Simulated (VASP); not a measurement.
# Zn (C2/m) in VASP: notebook

Zn is run at these levels: PBE; tasks: electric field gradients.

Everything below comes from runs of VASP 6.6.1. Logs are shortened: lines on timing, memory, paths and dates and some standing lists are left out, and cuts for length are marked.

## Step 1: The cell of the first run

The structure is monoclinic, space group C2/m (No. 12). Conventional cell: a = 4.625 Å, b = 2.670 Å, c = 4.966 Å, α = 90.00°, β = 90.00°, γ = 90.00°. Zn (site symmetry m) has 10 Zn at 2.40 to 3.19 Å within 3.2 Å.

## Step 2: Electric field gradients, PBE (shortest bond scaled by 0.82)

The input, INCAR:

```
PREC = Accurate
ENCUT = 520
EDIFF = 1E-8
ISMEAR = -1
SIGMA = 0.05
LREAL = False
LASPH = True
NELM = 80
ALGO = Normal
ISIF = 2
LWAVE = False
LCHARG = False
GGA = PE
LEFG = True
NBANDS = 19
```

The input, KPOINTS:

```
regular mesh
0
Gamma
  13 13 6
```

The input, POSCAR:

```
Zn
1.0
    2.6700000000      0.0000000000      0.0000000000
   -1.3350000000      2.3122878281      0.0000000000
    0.0000000000      0.0000000000      4.9660000000
Zn
2
Direct
    0.2733333333      0.6366666667      0.2050000000
    0.7266666667      0.3633333333      0.7950000000
```

Potentials or basis: VASP PAW PBE potentials, release 64 (Zn).

Command:

```bash
$ cat potpaw_PBE.64/Zn/POTCAR > POTCAR
$ mpirun -np 1 vasp_std > vasp.out
```

OUTCAR:

```text
PREC = Accurate
   ENCUT = 520
   EDIFF = 1E-8
   ISMEAR = -1
   LREAL = False
   LASPH = True
   NELM = 80
   ISIF = 2
   GGA = PE

 ion  position               nearest neighbor table
   1  0.273  0.637  0.205-   2 2.40   2 2.65   2 2.65
   2  0.727  0.363  0.795-   1 2.40   1 2.65   1 2.65

  LATTYP: Found a hexagonal cell.
 ALAT       =     2.6700000000
 C/A-ratio  =     1.8599250936

  Lattice vectors:

 A1 = (   2.6700000000,   0.0000000000,   0.0000000000)
 A2 = (  -1.3350000000,   2.3122878281,   0.0000000000)
 A3 = (   0.0000000000,   0.0000000000,   4.9660000000)

Analysis of symmetry for initial positions (statically):
=====================================================================
 Subroutine PRICEL returns:
 Original cell was already a primitive cell.

 Routine SETGRP: Setting up the symmetry group for a
 hexagonal supercell.

 Subroutine GETGRP returns: Found  4 space group operations
 (whereof  4 operations were pure point group operations)
 out of a pool of 24 trial point group operations.

The static configuration has the point symmetry C_2h.

Analysis of symmetry for dynamics (positions and initial velocities):
=====================================================================
 Subroutine PRICEL returns:
 Original cell was already a primitive cell.

 Routine SETGRP: Setting up the symmetry group for a
 hexagonal supercell.

 Subroutine GETGRP returns: Found  4 space group operations
 (whereof  4 operations were pure point group operations)
 out of a pool of 24 trial point group operations.

The dynamic configuration has the point symmetry C_2h.

 Subroutine INISYM returns: Found  4 space group operations
 (whereof  4 operations are pure point group operations),
 and found     1 'primitive' translations

----------------------------------------------------------------------------------------

                                     Primitive cell

  volume of cell :      30.6591

  direct lattice vectors                    reciprocal lattice vectors
     2.670000000  0.000000000  0.000000000     0.374531835  0.216236056  0.000000000
    -1.335000000  2.312287828  0.000000000     0.000000000  0.432472112  0.000000000
     0.000000000  0.000000000  4.966000000     0.000000000  0.000000000  0.201369311

  length of vectors
     2.670000000  2.670000000  4.966000000     0.432472112  0.432472112  0.201369311

  position of ions in fractional coordinates (direct lattice)
     0.273333333  0.636666667  0.205000000
     0.726666667  0.363333333  0.795000000

  ion indices of the primitive-cell ions
   primitive index   ion index
                 1           1
                 2           2

----------------------------------------------------------------------------------------

 KPOINTS: regular mesh

Automatic generation of k-mesh.
 Grid dimensions read from file:
 generate k-points for:   13   13    6

 Generating k-lattice:

  Cartesian coordinates                     Fractional coordinates (reciprocal lattice)
     0.028810141  0.016633543  0.000000000     0.076923077  0.000000000  0.000000000
     0.000000000  0.033267086  0.000000000     0.000000000  0.076923077  0.000000000
     0.000000000  0.000000000  0.033561552     0.000000000  0.000000000  0.166666667

  Length of vectors
     0.033267086  0.033267086  0.033561552

  Shift w.r.t. Gamma in fractional coordinates (k-lattice)
     0.000000000  0.000000000  0.000000000

 Subroutine IBZKPT returns following result:
 ===========================================

 Found    280 irreducible k-points:

 Following reciprocal coordinates:
            Coordinates               Weight
  0.000000  0.000000  0.000000      1.000000
  0.076923 -0.000000  0.000000      2.000000
  0.000000  0.076923  0.000000      4.000000
  0.153846  0.000000  0.000000      2.000000
  0.000000  0.153846  0.000000      4.000000
  0.230769 -0.000000  0.000000      2.000000
[... 16 lines left out ...]
 -0.076923  0.384615  0.000000      4.000000
 -0.384615  0.307692  0.000000      4.000000
 [... further k-points ...]
   k-points           NKPTS =    280   k-points in BZ     NKDIM =    280   number of bands    NBANDS=     19
   number of dos      NEDOS =    301   number of ions     NIONS =      2
   total plane-waves  NPLWV =  16000
   dimension x,y,z NGX =    20 NGY =   20 NGZ =   40
   dimension x,y,z NGXF=    40 NGYF=   40 NGZF=   80
   ions per type =               2
   NGX,Y,Z   is equivalent  to a cutoff of  12.45, 12.45, 13.39 a.u.
   NGXF,Y,Z  is equivalent  to a cutoff of  24.91, 24.91, 26.78 a.u.
 SYSTEM =  unknown system
   PREC   = accura    normal or accurate (medium, high low for compatibility)
   ISTART =      0    job   : 0-new  1-cont  2-samecut
   ICHARG =      2    charge: 1-file 2-atom 10-const
   ISPIN  =      1    spin polarized calculation?
   LNONCOLLINEAR =      F non collinear calculations
   LSORBIT =      F    spin-orbit coupling
   LASPH  =      T    aspherical Exc in radial PAW
   ENCUT  =  520.0 eV  38.22 Ry    6.18 a.u.   4.96  4.96  9.23*2*pi/ulx,y,z
   NELM   =     80;   NELMIN=  2; NELMDL= -5     # of ELM steps
   EDIFF  = 0.1E-07   stopping-criterion for ELM
   LREAL  =      F    real-space projection
   EDIFFG = 0.1E-06   stopping-criterion for IOM
   NSW    =      0    number of steps for IOM
   IBRION =     -1    ionic relax: 0-MD 1-quasi-New 2-CG
   NFREE  =      0    steps in history (QN), initial steepest desc. (CG)
   ISIF   =      2    stress and relaxation
   ISYM   =      2    0-nonsym 1-usesym 2-fastsym
   POTIM  = 0.5000    time-step for ionic-motion
   TEBEG  =    0.0;   TEEND  =   0.0 temperature during run
   PSTRESS=    0.0 pullay stress
   NELECT =      24.0000    total number of electrons
   NUPDOWN=      -1.0000    fix difference up-down
   EMIN   =  10.00;   EMAX   =-10.00  energy-range for DOS
   EFERMI =   0.00;   METHOD = LEGACY
   ISMEAR =    -1;   SIGMA  =   0.05  broadening in eV -4-tet -1-fermi 0-gaus
   EFERMI_NEDOS =   21; number of points for ismear=-14 and -15
   IALGO  =     38    algorithm
   IMIX   =      4    mixing-type and parameters
     AMIX     =   0.40;   BMIX     =  1.00
     AMIX_MAG =   1.60;   BMIX_MAG =  1.00
  volume/ion in A,a.u.               =      15.33       103.45
  Fermi-wavevector in a.u.,A,eV,Ry     =   1.508778  2.851177 30.972445  2.276410
  Thomas-Fermi vector in A             =   2.619187
   LORBIT       =      0    0 simple, 1 ext, 2 COOP (PROOUT), +10 PAW based schemes
   GGA     = PE    functional components
   LHFCALC =     F    Hartree Fock is set to
   AEXX    =    0.0000 exact exchange contribution
   IVDW    =     0    specifies the selected vdW correction
   LEPSILON=     F    determine dielectric tensor
   LRPA    =     F    only Hartree local field effects (RPA)
 non-spin polarized calculation
  energy-cutoff  :      520.00
  volume of cell :       30.66
 maximum number of plane-waves:       851
   NGX =  9   NGY =  9   NGZ = 19

 number of electron      23.9999988 magnetization

 Free energy of the ion-electron system (eV)
  ---------------------------------------------------
  ext. energy  EPLUGINS =         0.00000000
  ---------------------------------------------------
  free energy    TOTEN  =        -1.92141896 eV

  energy without entropy =       -1.92054357  energy(sigma->0) =       -1.92098127

 E-fermi :   2.9815     XC(G=0): -11.4339

 val. band max:        2.9079984339   @ k =   0.3846  -0.0000   0.0000
 cond. band min:       3.0150634723   @ k =   0.0000   0.3846   0.0000
 fundamental gap:      0.1070650385
 Fermi energy:         2.9814512960

 k-point     1 :       0.0000    0.0000    0.0000
  band No.  band energies     occupation
      1      -7.6769      2.00000
      2      -5.7652      2.00000
      3      -5.0249      2.00000
      4      -4.8165      2.00000
      5      -4.8122      2.00000
      6      -4.7968      2.00000
[... 11 lines left out ...]
     18      21.1543      0.00000
     19      21.9623      0.00000

 k-point     2 :       0.0769   -0.0000    0.0000
  band No.  band energies     occupation
      1      -7.5075      2.00000
      2      -5.6928      2.00000
      3      -5.0286      2.00000
      4      -4.8436      2.00000
      5      -4.7819      2.00000
      6      -4.7604      2.00000
[... 476 lines left out ...]
 k-point    24 :      -0.3846    0.3077    0.0000
  band No.  band energies     occupation
      1      -5.6499      2.00000
      2      -5.4304      2.00000
      3      -5.3038      2.00000
      4      -4.9475      2.00000
      5      -4.5993      2.00000
      6      -4.5409      2.00000
[... 11 lines left out ...]
     18      17.4504      0.00000
     19      19.3560      0.00000

 [... further k-points ...]

------------------------ aborting loop because EDIFF is reached ----------------------------------------

  FORCE on cell =-STRESS in cart. coord.  units (eV):
  Direction    XX          YY          ZZ          XY          YZ          ZX
  --------------------------------------------------------------------------------------
  -------------------------------------------------------------------------------------
  Total        0.6714092      0.5540076      2.1800782      0.1016727      0.3715583      0.6435562
  in kB       35.0863339     28.9511932    113.9259807      5.3131877     19.4168028     33.6307981
  external PRESSURE =      59.3211693 kB  Pullay stress =       0.0000000 kB

 VOLUME and BASIS-vectors are now :
 -----------------------------------------------------------------------------
  energy-cutoff  :      520.00
  volume of cell :       30.66
      direct lattice vectors                 reciprocal lattice vectors
     2.670000000  0.000000000  0.000000000     0.374531835  0.216236056  0.000000000
    -1.335000000  2.312287828  0.000000000     0.000000000  0.432472112  0.000000000
     0.000000000  0.000000000  4.966000000     0.000000000  0.000000000  0.201369311

 POSITION                                       TOTAL-FORCE (eV/Angst)
 -----------------------------------------------------------------------------------
     -0.12015      1.47216      1.01803         0.370541      0.213932      1.546336
      1.45515      0.84013      3.94797        -0.370541     -0.213932     -1.546336
 -----------------------------------------------------------------------------------
    total drift:                                0.000000     -0.000000      0.000000

  FREE ENERGIE OF THE ION-ELECTRON SYSTEM (eV)
  ---------------------------------------------------
  free  energy   TOTEN  =        -1.9214189627 eV

  energy  without entropy=       -1.9205435688  energy(sigma->0) =       -1.92098127

 Electric field gradients (V/A^2)
---------------------------------------------------------------------
 ion       V_xx      V_yy      V_zz      V_xy      V_xz      V_yz
---------------------------------------------------------------------
   1     -17.873    -9.226    27.098    -7.480    -4.489    -2.591
   2     -17.873    -9.226    27.098    -7.480    -4.489    -2.591
---------------------------------------------------------------------

 Electric field gradients after diagonalization (V/A^2)
 (convention: |V_zz| > |V_xx| > |V_yy|)
----------------------------------------------------------------------
 ion       V_xx      V_yy      V_zz     asymmetry (V_yy - V_xx)/ V_zz
----------------------------------------------------------------------
   1     -22.728    -4.910    27.637       0.645
   2     -22.728    -4.910    27.637       0.645
----------------------------------------------------------------------

           NMR quadrupolar parameters

 Cq : quadrupolar parameter    Cq=e*Q*V_zz/h
 eta: asymmetry parameters     (V_yy - V_xx)/ V_zz
 Q  : nuclear electric quadrupole moment in mb (millibarn)
----------------------------------------------------------------------
 ion       Cq(MHz)       eta       Q (mb)
----------------------------------------------------------------------
   1       0.067       0.645       1.000
   2       0.067       0.645       1.000
----------------------------------------------------------------------
```

Run time: 2.5 min. Hardware: 1 thread of Oxide Virtual Turin-like, shared host; peak memory 0.21 GiB.

What came out:

- Free energy: -1.9214 eV
- Pressure: 5.9 GPa
- Largest force: 1.604 eV/Å
- Band gap on the k mesh: zero (bands 12 and 13 overlap by 3.99 eV)
- Largest electric field gradient by atom: Zn +27.6 V/Å²

Forces in eV/Å, atoms in the order of the input:
```
Zn   0.371  0.214  1.546
Zn  -0.371 -0.214 -1.546
```

Stress tensor (GPa, compression positive):
```
 3.51  0.53  3.36
 0.53  2.90  1.94
 3.36  1.94 11.39
```

Levels at points of the mesh, in eV from the Fermi level:
| k point | band 10 | band 11 | band 12 | band 13 | band 14 | band 15 |
| --- | --- | --- | --- | --- | --- | --- |
| (0.00, 0.00, 0.00) | -7.20 | -7.03 | -3.21 | -3.03 | 14.57 | 16.53 |
| (0.00, 0.00, 0.50) | -7.19 | -7.09 | -6.87 | 3.34 | 6.28 | 17.59 |

Electric field gradients, principal values (V/Å²):
```
atom   least   middle  greatest (by size)
1 Zn  -4.910  -22.728              27.637
2 Zn  -4.910  -22.728              27.637
```

Caveat: the cell differs from its parent crystal (shortest bond scaled by 0.82); the stress differs along the axes, from 3 to 11 GPa; without QUAD_EFG the Cq values of the log hold for a quadrupole moment of 1 mb, not for the nuclei; forces of over 1 eV/Å act on the atoms, so gaps and moduli don't describe the material at rest.

(Part 1 of 2 ends here.)

The gap in the log of VASP goes by the Fermi energy; the results here count the filled bands.